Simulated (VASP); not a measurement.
# MgB3 (P6/mmm) in VASP: further runs

Runs on MgB3. Level: PBE. Tasks: single point, relaxation of cell and atoms.

All numbers are computed with VASP 6.6.1; they aren't measurements. Logs are shortened: lines on timing, memory, paths and dates and some standing lists are left out, and cuts for length are marked.

### Step 1. The cell of the first run

Symmetry: P6/mmm, No. 191, hexagonal system. The conventional cell has a = 3.520 Å, b = 3.520 Å, c = 3.715 Å, α = 90.00°, β = 90.00°, γ = 120.00°. Within 2.5 Å of Mg (site symmetry 6/mmm) lie 8 B at 1.86 to 2.03 Å. Within 2.5 Å of B (site symmetry 6/mmm) lie 2 Mg at 1.86 Å. Within 2.7 Å of B (site symmetry -6m2) lie 3 B at 2.03 Å and 3 Mg at 2.03 Å.

### Step 2. Single point, PBE

Input file INCAR:

```
SYSTEM = MgB3
  PREC = Accurate
  ENCUT = 600
  EDIFF = 1E-6
  ISMEAR = 0
  SIGMA = 0.1
  LREAL = .False.
  LASPH = .True.
  NELM = 120
  ALGO = Normal
  ISIF = 2
  LWAVE = .False.
  LCHARG = .True.
  GGA = PE
  LELF = .True.
  LVHAR = .True.
  NBANDS = 14
  GGA_COMPAT = .False.
```

Input file KPOINTS:

```
Automatic mesh
0
Gamma
  6 6 6
  0 0 0
```

Input file POSCAR:

```
MgB3
1.0
    3.5196864581      0.0000000000      0.0000000000
   -1.7598432291      3.0481378862      0.0000000000
    0.0000000000      0.0000000000      3.7146638149
Mg B
1 3
Direct
    0.0000000000      0.0000000000      0.0000000000
    0.0000000000      0.0000000000      0.5000000000
    0.3333333333      0.6666666667      0.0000000000
    0.6666666667      0.3333333333      0.0000000000
```

Potentials or basis: VASP PAW PBE potentials, release 64 (Mg, B).

On the command line:

```sh
$ cat potpaw_PBE.64/Mg/POTCAR potpaw_PBE.64/B/POTCAR > POTCAR
$ mpirun -np 1 vasp_std > vasp.out
```

OUTCAR:

```text
SYSTEM = MgB3
   PREC = Accurate
   ENCUT = 600
   EDIFF = 1E-6
   ISMEAR = 0
   LREAL = .False.
   LASPH = .True.
   NELM = 120
   ISIF = 2
   GGA = PE

 ion  position               nearest neighbor table
   1  0.000  0.000  0.000-   2 1.86   2 1.86   4 2.03   3 2.03   4 2.03   3 2.03   4 2.03   3 2.03

   2  0.000  0.000  0.500-   1 1.86   1 1.86
   3  0.333  0.667  0.000-   4 2.03   1 2.03   4 2.03   1 2.03   1 2.03   4 2.03
   4  0.667  0.333  0.000-   3 2.03   1 2.03   3 2.03   1 2.03   1 2.03   3 2.03

  LATTYP: Found a hexagonal cell.
 ALAT       =     3.5196864581
 C/A-ratio  =     1.0553962289

  Lattice vectors:

 A1 = (   3.5196864581,   0.0000000000,   0.0000000000)
 A2 = (  -1.7598432291,   3.0481378862,   0.0000000000)
 A3 = (   0.0000000000,   0.0000000000,   3.7146638149)

Analysis of symmetry for initial positions (statically):
=====================================================================
 Subroutine PRICEL returns:
 Original cell was already a primitive cell.

 Routine SETGRP: Setting up the symmetry group for a
 hexagonal supercell.

 Subroutine GETGRP returns: Found 24 space group operations
 (whereof 24 operations were pure point group operations)
 out of a pool of 24 trial point group operations.

The static configuration has the point symmetry D_6h.

Analysis of symmetry for dynamics (positions and initial velocities):
=====================================================================
 Subroutine PRICEL returns:
 Original cell was already a primitive cell.

 Routine SETGRP: Setting up the symmetry group for a
 hexagonal supercell.

 Subroutine GETGRP returns: Found 24 space group operations
 (whereof 24 operations were pure point group operations)
 out of a pool of 24 trial point group operations.

The dynamic configuration has the point symmetry D_6h.

 Subroutine INISYM returns: Found 24 space group operations
 (whereof 24 operations are pure point group operations),
 and found     1 'primitive' translations

----------------------------------------------------------------------------------------

                                     Primitive cell

  volume of cell :      39.8527

  direct lattice vectors                    reciprocal lattice vectors
     3.519686458  0.000000000  0.000000000     0.284116217  0.164034574  0.000000000
    -1.759843229  3.048137886  0.000000000     0.000000000  0.328069148  0.000000000
     0.000000000  0.000000000  3.714663815     0.000000000  0.000000000  0.269203365

  length of vectors
     3.519686458  3.519686458  3.714663815     0.328069148  0.328069148  0.269203365

  position of ions in fractional coordinates (direct lattice)
     0.000000000  0.000000000  0.000000000
     0.000000000  0.000000000  0.500000000
     0.333333333  0.666666667  0.000000000
     0.666666667  0.333333333  0.000000000

  ion indices of the primitive-cell ions
   primitive index   ion index
                 1           1
                 2           2
                 3           3
                 4           4

----------------------------------------------------------------------------------------

 KPOINTS: Automatic mesh

Automatic generation of k-mesh.
 Grid dimensions read from file:
 generate k-points for:    6    6    6

 Generating k-lattice:

  Cartesian coordinates                     Fractional coordinates (reciprocal lattice)
     0.047352703  0.027339096  0.000000000     0.166666667  0.000000000  0.000000000
     0.000000000  0.054678191  0.000000000     0.000000000  0.166666667  0.000000000
     0.000000000  0.000000000  0.044867228     0.000000000  0.000000000  0.166666667

  Length of vectors
     0.054678191  0.054678191  0.044867228

  Shift w.r.t. Gamma in fractional coordinates (k-lattice)
     0.000000000  0.000000000  0.000000000

 Subroutine IBZKPT returns following result:
 ===========================================

 Found     28 irreducible k-points:

 Following reciprocal coordinates:
            Coordinates               Weight
  0.000000  0.000000  0.000000      1.000000
  0.166667 -0.000000  0.000000      6.000000
  0.333333  0.000000  0.000000      6.000000
  0.500000 -0.000000  0.000000      3.000000
  0.166667  0.166667  0.000000      6.000000
  0.333333  0.166667  0.000000     12.000000
[... 16 lines left out ...]
  0.166667 -0.000000  0.500000      6.000000
  0.333333  0.000000  0.500000      6.000000
 [... further k-points ...]
   k-points           NKPTS =     28   k-points in BZ     NKDIM =     28   number of bands    NBANDS=     14
   number of dos      NEDOS =    301   number of ions     NIONS =      4
   total plane-waves  NPLWV =  23520
   dimension x,y,z NGX =    28 NGY =   28 NGZ =   30
   dimension x,y,z NGXF=    56 NGYF=   56 NGZF=   60
   ions per type =               1   3
   NGX,Y,Z   is equivalent  to a cutoff of  13.23, 13.23, 13.43 a.u.
   NGXF,Y,Z  is equivalent  to a cutoff of  26.45, 26.45, 26.85 a.u.
 SYSTEM =  MgB3
   PREC   = accura    normal or accurate (medium, high low for compatibility)
   ISTART =      0    job   : 0-new  1-cont  2-samecut
   ICHARG =      2    charge: 1-file 2-atom 10-const
   ISPIN  =      1    spin polarized calculation?
   LNONCOLLINEAR =      F non collinear calculations
   LSORBIT =      F    spin-orbit coupling
   LASPH  =      T    aspherical Exc in radial PAW
   ENCUT  =  600.0 eV  44.10 Ry    6.64 a.u.   7.03  7.03  7.42*2*pi/ulx,y,z
   NELM   =    120;   NELMIN=  2; NELMDL= -5     # of ELM steps
   EDIFF  = 0.1E-05   stopping-criterion for ELM
   LREAL  =      F    real-space projection
   EDIFFG = 0.1E-04   stopping-criterion for IOM
   NSW    =      0    number of steps for IOM
   IBRION =     -1    ionic relax: 0-MD 1-quasi-New 2-CG
   NFREE  =      0    steps in history (QN), initial steepest desc. (CG)
   ISIF   =      2    stress and relaxation
   ISYM   =      2    0-nonsym 1-usesym 2-fastsym
   POTIM  = 0.5000    time-step for ionic-motion
   TEBEG  =    0.0;   TEEND  =   0.0 temperature during run
   PSTRESS=    0.0 pullay stress
   NELECT =      11.0000    total number of electrons
   NUPDOWN=      -1.0000    fix difference up-down
   EMIN   =  10.00;   EMAX   =-10.00  energy-range for DOS
   EFERMI =   0.00;   METHOD = LEGACY
   ISMEAR =     0;   SIGMA  =   0.10  broadening in eV -4-tet -1-fermi 0-gaus
   EFERMI_NEDOS =   21; number of points for ismear=-14 and -15
   IALGO  =     38    algorithm
   IMIX   =      4    mixing-type and parameters
     AMIX     =   0.40;   BMIX     =  1.00
     AMIX_MAG =   1.60;   BMIX_MAG =  1.00
  volume/ion in A,a.u.               =       9.96        67.23
  Fermi-wavevector in a.u.,A,eV,Ry     =   1.065908  2.014274 15.458391  1.136160
  Thomas-Fermi vector in A             =   2.201475
   LORBIT       =      0    0 simple, 1 ext, 2 COOP (PROOUT), +10 PAW based schemes
   GGA     = PE    functional components
   LHFCALC =     F    Hartree Fock is set to
   AEXX    =    0.0000 exact exchange contribution
   IVDW    =     0    specifies the selected vdW correction
   LEPSILON=     F    determine dielectric tensor
   LRPA    =     F    only Hartree local field effects (RPA)
 non-spin polarized calculation
 Gauss-broadening in eV      SIGMA  =   0.10
  energy-cutoff  :      600.00
  volume of cell :       39.85
 maximum number of plane-waves:      1344
   NGX = 15   NGY = 15   NGZ = 15

 number of electron      11.0000000 magnetization

 Free energy of the ion-electron system (eV)
  ---------------------------------------------------
  ext. energy  EPLUGINS =         0.00000000
  ---------------------------------------------------
  free energy    TOTEN  =       -11.14525174 eV

  energy without entropy =      -11.14197023  energy(sigma->0) =      -11.14361099

 E-fermi :   4.8770     XC(G=0): -10.6993

 val. band max:        4.8668135008   @ k =   0.0000   0.0000   0.3333
 cond. band min:       5.0129121130   @ k =   0.0000   0.0000   0.0000
 fundamental gap:      0.1460986122
 Fermi energy:         4.8770159747

 k-point     1 :       0.0000    0.0000    0.0000
  band No.  band energies     occupation
      1      -7.8980      2.00000
      2       0.7957      2.00000
      3       1.0183      2.00000
      4       2.2117      2.00000
      5       2.2117      2.00000
      6       5.0129      0.05462
      7       5.0129      0.05462
      8       7.4433      0.00000
      9       9.2761      0.00000
     10      11.1238      0.00000
     11      11.1238      0.00000
     12      11.1240      0.00000
     13      13.0031      0.00000
     14      17.8159      0.00000

 k-point     2 :       0.1667   -0.0000    0.0000
  band No.  band energies     occupation
      1      -7.5241      2.00000
      2       0.2866      2.00000
      3       1.1715      2.00000
      4       1.2926      2.00000
      5       1.5063      2.00000
      6       5.2993      0.00000
      7       6.1074      0.00000
      8       8.4743      0.00000
      9       8.5132      0.00000
     10      10.2662      0.00000
     11      10.7835      0.00000
     12      11.0807      0.00000
     13      14.1079      0.00000
     14      16.6894      0.00000
[... 343 lines left out ...]
      1      -6.4200      2.00000
      2      -3.4104      2.00000
      3       1.0296      2.00000
      4       1.9497      2.00000
      5       4.6457      1.99893
      6       5.2669      0.00000
      7       6.3779      0.00000
      8       8.1827      0.00000
      9       8.2452      0.00000
     10       8.5128      0.00000
     11       9.3160      0.00000
     12       9.5925      0.00000
     13      16.6700      0.00000
     14      17.4323      0.00000

 k-point    24 :       0.3333    0.0000    0.5000
  band No.  band energies     occupation
      1      -5.3555      2.00000
      2      -2.3554      2.00000
      3      -1.3704      2.00000
      4       1.2934      2.00000
      5       2.1092      2.00000
      6       4.6222      1.99969
      7       5.8440      0.00000
      8       7.2431      0.00000
      9       8.8369      0.00000
     10      10.4396      0.00000
     11      10.8562      0.00000
     12      12.4444      0.00000
     13      18.9567      0.00000
     14      19.0270      0.00000

 [... further k-points ...]

------------------------ aborting loop because EDIFF is reached ----------------------------------------

  FORCE on cell =-STRESS in cart. coord.  units (eV):
  Direction    XX          YY          ZZ          XY          YZ          ZX
  --------------------------------------------------------------------------------------
  -------------------------------------------------------------------------------------
  Total        5.4918013      5.4918013     20.8325634     -0.0000000      0.0000000      0.0000000
  in kB      220.7838488    220.7838488    837.5200107     -0.0000000      0.0000000      0.0000000
  external PRESSURE =     426.3625694 kB  Pullay stress =       0.0000000 kB

 VOLUME and BASIS-vectors are now :
 -----------------------------------------------------------------------------
  energy-cutoff  :      600.00
  volume of cell :       39.85
      direct lattice vectors                 reciprocal lattice vectors
     3.519686458  0.000000000  0.000000000     0.284116217  0.164034574  0.000000000
    -1.759843229  3.048137886  0.000000000     0.000000000  0.328069148  0.000000000
     0.000000000  0.000000000  3.714663815     0.000000000  0.000000000  0.269203365

 POSITION                                       TOTAL-FORCE (eV/Angst)
 -----------------------------------------------------------------------------------
      0.00000      0.00000      0.00000        -0.000000      0.000000      0.000000
      0.00000      0.00000      1.85733         0.000000      0.000000      0.000000
     -0.00000      2.03209      0.00000        -0.000000     -0.000000     -0.000000
      1.75984      1.01605      0.00000         0.000000      0.000000      0.000000
 -----------------------------------------------------------------------------------
    total drift:                                0.000000     -0.000000     -0.000000

  FREE ENERGIE OF THE ION-ELECTRON SYSTEM (eV)
  ---------------------------------------------------
  free  energy   TOTEN  =       -11.1452517430 eV

  energy  without entropy=      -11.1419702337  energy(sigma->0) =      -11.14361099
```

Run time: 12 s. Hardware: 1 thread of Intel Xeon Platinum 8559C (Emerald Rapids), shared host; peak memory 0.16 GiB.

What came out:

| Property | Result |
| --- | --- |
| Free energy | -11.1453 eV |
| Pressure | 42.6 GPa |

[end of part 1 of 2]
